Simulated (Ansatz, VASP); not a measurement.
# AlN in VASP and in Ansatz

```
Al N
1.0
     0.00000    2.18488    2.18488
     2.18488    0.00000    2.18488
     2.18488    2.18488    0.00000
Al N
1 1
Cartesian
  0.0000 0.0000 0.0000
  1.0924 1.0924 1.0924
```

Alike in both runs: task single point; functional HSE06; k mesh 8 × 8 × 8; no spin polarisation.

```csv
,VASP,Ansatz
version,VASP 6.6.1,Ansatz 0.2.0
potentials or method,"VASP PAW PBE potentials, release 64 (Al, N)","plane waves, PAW"
plane-wave cutoff (eV),520,420
occupations,"gaussian, width 0.01 eV",fixed
valence electrons in the cell,8,8
```

|  | VASP | Ansatz | Ansatz less VASP |
| --- | --- | --- | --- |
| gap on the k mesh at the Fermi level (eV) | 4.55 | 4.55 | 0.000 |
| pressure (GPa) | -0.8 | -0.6 | +0.16 |

Ansatz's warnings: stress exchange threshold loose, stress scf threshold loose.
